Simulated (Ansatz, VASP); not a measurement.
Two plane-wave programs on Ca2TeP

```
P Te Ca
1.0
     2.11017    3.65491    0.00000
    -2.11017    3.65491    0.00000
    -2.11017    1.21830    7.13147
P Te Ca
1 1 2
Direct
  0.50000 0.00000 0.50000
  0.00000 0.00000 0.00000
  0.23130 0.53740 0.69390
  0.76870 0.46260 0.30610
```

Alike in both runs: task relaxation of cell and atoms; functional PBE; k mesh 5 × 5 × 5; occupations methfessel-paxton of order 1, width 0.1137 eV; no spin polarisation.

|  | VASP | Ansatz |
| --- | --- | --- |
| version | VASP 6.6.1 | Ansatz 0.2.0 |
| potentials or method | VASP PAW PBE potentials, release 64 (P, Te, Ca_sv), cutoff 600 eV | PAW plane waves |
| valence electrons in the cell | 31 | 41 |

```csv
,VASP,Ansatz,Ansatz less VASP
"gap on the k mesh at the Fermi level, each at its own relaxed structure (eV)",none,none,-
relaxed volume (Å³/atom),28.62,28.49,-0.128
relaxed length of the cell vector where the two differ most in proportion (Å),4.271,4.264,-0.0068
```

A gap of «none» marks a metal or a gap that the smearing closes. VASP's potentials hold 31 valence electrons a cell and Ansatz's 41, so a difference there can come from the potentials and not from the codes. Ansatz's warnings: structure snapped to symmetry.

The k mesh is coarse, so the values compare programs but aren't converged. Neither program's run includes spin-orbit coupling.
